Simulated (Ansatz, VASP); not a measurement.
# Two plane-wave programs on KCl

INCAR

```
PREC = Accurate ; ENCUT = 500
EDIFF = 1E-7 ; ISMEAR = 0
SIGMA = 0.02 ; LREAL = False
LASPH = True ; NELM = 120
ALGO = Normal ; ISIF = 3
LWAVE = False ; LCHARG = False
IBRION = 2 ; NSW = 100
EDIFFG = -0.002 ; GGA_COMPAT = False
NELMIN = 4
```

File KPOINTS:

```
Automatic mesh
0
Gamma
  6 6 6
```

The input POSCAR:

```
KCl
1.0
    0.0000000000      3.0390613406      3.0390613406
    3.0390613406      0.0000000000      3.0390613406
    3.0390613406      3.0390613406      0.0000000000
K Cl
1 1
Direct
    0.0000000000      0.0000000000      0.0000000000
    0.5000000000      0.5000000000      0.5000000000
```

Input for Ansatz:

```yaml
crystal:
  lattice:
    - [0.0, 3.0390613406, 3.0390613406]
    - [3.0390613406, 0.0, 3.0390613406]
    - [3.0390613406, 3.0390613406, 0.0]
  atoms:
    - { symbol: K, position: [0.0, 0.0, 0.0] }
    - { symbol: Cl, position: [0.5, 0.5, 0.5] }
basis:
  ecutwfc: 420
kpoints:
  mp_grid: { grid: [6, 6, 6] }
hamiltonian:
  xc: lda
  pseudopotentials: { kind: paw, azcp: { folder: soft_1 } }
scf:
  occupations: { method: gaussian, width: 0.02 }
output:
  forces: true
  stress: true
  eigenvalues: true
relax:
  adjacent_minimum: "off"
  f_tol: 0.002
  max_steps: 80
  cell: { stress_tol: 0.02 }
```

Alike in both runs: task relaxation of cell and atoms; functional LDA; k mesh 6 × 6 × 6; occupations gaussian, width 0.02 eV; no spin polarisation.

|  | VASP | Ansatz |
| --- | --- | --- |
| version | VASP 6.6.1 | Ansatz 0.2.0 |
| potentials or method | VASP PAW LDA potentials, release 64 (K_sv, Cl), cutoff 500 eV | scalar-relativistic, plane waves, PAW |
| valence electrons in the cell | 16 | 16 |

|  | VASP | Ansatz | Ansatz less VASP |
| --- | --- | --- | --- |
| gap on the k mesh at the Fermi level, each at its own relaxed structure (eV) | 5.10 | 5.11 | +0.005 |
| relaxed volume (Å³/atom) | 28.12 | 28.07 | -0.057 |
| relaxed cell length with the largest relative difference (Å) | 4.301 | 4.298 | -0.0029 |

Ansatz warns that its potentials were made for another functional, while VASP's fit it. LDA's correlation is that of Perdew and Zunger in VASP and of Perdew and Wang (1992) in Ansatz.
